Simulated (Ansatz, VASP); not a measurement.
Ti in VASP and in Ansatz

INCAR

```
PREC = Accurate
ENCUT = 520
EDIFF = 1E-8
ISMEAR = -1
SIGMA = 0.05
LREAL = False
LASPH = True
NELM = 60
ALGO = Normal
ISIF = 2
LWAVE = False
LCHARG = False
GGA = CA
LEFG = True
NBANDS = 12
```

The input KPOINTS:

```
Automatic mesh
0
Gamma
  14 14 14
```

File POSCAR:

```
Ti
1.0
    0.0000000000      2.0567135898      2.0567135898
    2.0567135898      0.0000000000      2.0567135898
    2.0567135898      2.0567135898      0.0000000000
Ti
1
Direct
    0.0000000000      0.0000000000      0.0000000000
```

Input for Ansatz:

```yaml
crystal:
  lattice:
    - [0.0, 2.0567135898, 2.0567135898]
    - [2.0567135898, 0.0, 2.0567135898]
    - [2.0567135898, 2.0567135898, 0.0]
  atoms:
    - { symbol: Ti, position: [0.0, 0.0, 0.0] }
kpoints:
  mp_grid: { grid: [14, 14, 14] }
scf:
  occupations: { method: fermi_dirac, width: 0.05 }
hamiltonian:
  xc: lda
  pseudopotentials: { kind: all_electron, datasets: crystal }
output:
  forces: true
  stress: true
  eigenvalues: true
  efg: { contact_densities: true }
```

Change from the starting cell: volume scaled by 1.04, crystal datasets.

Alike in both runs: task electric field gradients; functional LDA; k mesh 14 × 14 × 14; occupations fermi-dirac, width 0.05 eV; no spin polarisation.

|  | VASP | Ansatz |
| --- | --- | --- |
| version | VASP 6.6.1 | Ansatz 0.2.0 |
| potentials or method | VASP PAW LDA potentials, release 64 (Ti_sv), cutoff 520 eV | all-electron PAW with datasets made for the crystal, scalar-relativistic |

|  | VASP | Ansatz | Ansatz less VASP |
| --- | --- | --- | --- |
| pressure (GPa) | -8.8 | -8.7 | +0.09 |

LDA's correlation is that of Perdew and Zunger in VASP and of Perdew and Wang (1992) in Ansatz. Ansatz ran all-electron here, and VASP with PAW potentials.
